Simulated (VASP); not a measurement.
Crystal: BP.

```
CELL_PARAMETERS angstrom
0.00000 2.26832 2.26832
2.26832 0.00000 2.26832
2.26832 2.26832 0.00000
ATOMIC_POSITIONS crystal
B 0.00000 0.00000 0.00000
P 0.25000 0.25000 0.25000
```

Base run:

```yaml
Program: VASP 6.6.1
Functional: r2SCAN
Potentials_or_basis: VASP PAW PBE potentials, release 64 (B, P)
Cutoff: 520 eV
k_mesh: 6 × 6 × 6
Occupations: gaussian, width 0.01 eV
Spin: no spin polarisation
```

Its results: band gap on the k mesh 1.54 eV, indirect (least direct gap 3.64 eV); pressure -0.4 GPa.

Question: After a change of settings the same cell gave: band gap on the k mesh 1.70 eV, indirect (least direct gap 3.97 eV); pressure -0.3 GPa. Which change was it?
A. functional from r2SCAN to PBE-based screened hybrid; k mesh from 6 × 6 × 6 to 4 × 4 × 4
B. functional from r2SCAN to HSE06; k mesh from 6 × 6 × 6 to 4 × 4 × 4
C. functional from r2SCAN to PBEsol
D. functional from r2SCAN to PBE

Answer: A.

Caveats: some runs use coarse meshes; the PAW data sets were made with another functional, which shifts forces and pressure a little.
